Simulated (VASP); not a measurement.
Write the native input for VASP 6.6.1 that does the following.

```yaml
Task: single point
Functional: PBE
Dispersion: D3(BJ)
Potentials_or_basis: VASP PAW PBE potentials, release 64 (Mg, O)
Cutoff: 600 eV
k_mesh: 10 × 10 × 10
Occupations: gaussian, width 0.02 eV
Spin: no spin polarisation
Dipole_correction: no
Further_INCAR_settings: ALGO = Normal; EDIFF = 1e-06; NBANDS = 11
```

The structure of MgO lies in POSCAR:

```
MgO
1.0
    0.0000000000      2.1038061460      2.1038061460
    2.1038061460      0.0000000000      2.1038061460
    2.1038061460      2.1038061460      0.0000000000
Mg O
1 1
Direct
    0.0000000000      0.0000000000      0.0000000000
    0.5000000000      0.5000000000      0.5000000000
```

One way to write it, as run:

INCAR

```
ALGO = Normal ; EDIFF = 1E-6
ENCUT = 600 ; GGA = PE
GGA_COMPAT = F ; ISIF = 2
ISMEAR = 0 ; IVDW = 12
LASPH = T ; LCHARG = T
LELF = T ; LREAL = F
LVHAR = T ; LWAVE = F
NBANDS = 11 ; NELM = 120
PREC = Accurate ; SIGMA = 0.02
```

KPOINTS

```
k-points
0
Gamma
  10 10 10
```

Potentials or basis: VASP PAW PBE potentials, release 64 (Mg, O).

The run is started by

```console
$ cat potpaw_PBE.64/Mg/POTCAR potpaw_PBE.64/O/POTCAR > POTCAR
$ mpirun -np 1 vasp_std > vasp.out
```

It gave:

The pressure is -1.0 GPa, the band gap on the k mesh is 4.76 eV, direct and the dispersion energy per atom is -0.294 eV.

It took 7.7 s on 1 thread of Intel(R) Xeon(R) Platinum 8259CL CPU @ 2.50GHz (Skylake/Cascade Lake), with other jobs on the host, peak memory 0.15 GiB.
